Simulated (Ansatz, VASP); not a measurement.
**Two plane-wave programs on Hf5C3**

```
CELL_PARAMETERS angstrom
6.46692 0.00000 0.00000
-3.23346 5.60052 0.00000
0.00000 0.00000 4.53386
ATOMIC_POSITIONS crystal
Hf 0.00000 0.00000 0.96869
Hf 0.48507 0.51493 0.27559
Hf 0.48507 0.97015 0.27559
Hf 0.02985 0.51493 0.27559
Hf 0.66667 0.33333 0.83856
C 0.33333 0.66667 0.91102
C 0.66667 0.33333 0.38680
C 0.33333 0.66667 0.61017
```

Alike in both runs: functional PBE; k mesh 3 × 3 × 3; occupations gaussian, width 0.2 eV; no spin polarisation.

Ansatz relaxed the structure, and its values are those at the end. VASP's run is a single point on that final structure, the one shown.

|  | VASP | Ansatz |
| --- | --- | --- |
| version | VASP 6.6.1 | Ansatz 0.2.0 |
| potentials or method | VASP PAW PBE potentials, release 64 (Hf_pv, C), cutoff 520 eV | scalar-relativistic, plane waves, PAW |
| valence electrons in the cell | 62 | 142 |

```tsv
	VASP	Ansatz	Ansatz less VASP
gap on the k mesh at the Fermi level (eV)	none	none	-
pressure (GPa)	0.0	0.3	+0.28
rms of the force components (eV/Å)	0.057	0.022	-0.0346
```

A gap of «none» marks a metal or a gap that the smearing closes. With one functional, cell and mesh, what is left measures potentials, basis and numerics. VASP's potentials hold 62 valence electrons a cell and Ansatz's 142, so a difference there can come from the potentials and not from the codes.

The k mesh is coarse, so the values compare programs but aren't converged. Neither program's run includes spin-orbit coupling.
